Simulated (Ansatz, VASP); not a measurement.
**B2Pt2Cl in VASP and in Ansatz**

```
CELL_PARAMETERS angstrom
-1.98457 1.98457 4.78142
1.98457 -1.98457 4.78142
1.98457 1.98457 -4.78142
ATOMIC_POSITIONS crystal
B 0.75000 0.25000 0.50000
B 0.25000 0.75000 0.50000
Pt 0.37500 0.37500 0.00000
Pt 0.62500 0.62500 0.00000
Cl 0.00000 0.00000 0.00000
```

Change from the starting cell: species swapped into the YbSi2Pd2 type (I4/mmm, No. 139).

Alike in both runs: task single point; functional PBE; k mesh 6 × 6 × 6; occupations gaussian, width 0.1 eV; no spin polarisation.

|  | VASP | Ansatz |
| --- | --- | --- |
| version | VASP 6.6.1 | Ansatz 0.2.0 |
| potentials or method | VASP PAW PBE potentials, release 64 (B, Pt, Cl), cutoff 520 eV | scalar-relativistic, plane waves, PAW |
| valence electrons in the cell | 33 | 49 |

```csv
,VASP,Ansatz,Ansatz less VASP
gap on the k mesh at the Fermi level (eV),none,none,-
pressure (GPa),-8.5,-8.3,+0.25
"traceless stress, the component that is largest in VASP (GPa)",22.35,22.52,+0.169
rms of the force components (eV/Å),1.933,1.955,+0.0221
```

Atom by atom the forces differ by 0.022 eV/Å (rms over components). A gap of «none» marks a metal or a gap that the smearing closes. VASP's potentials hold 33 valence electrons a cell and Ansatz's 49, so a difference there can come from the potentials and not from the codes.

The k mesh is coarse, so the values compare programs but aren't converged. Neither program's run includes spin-orbit coupling.
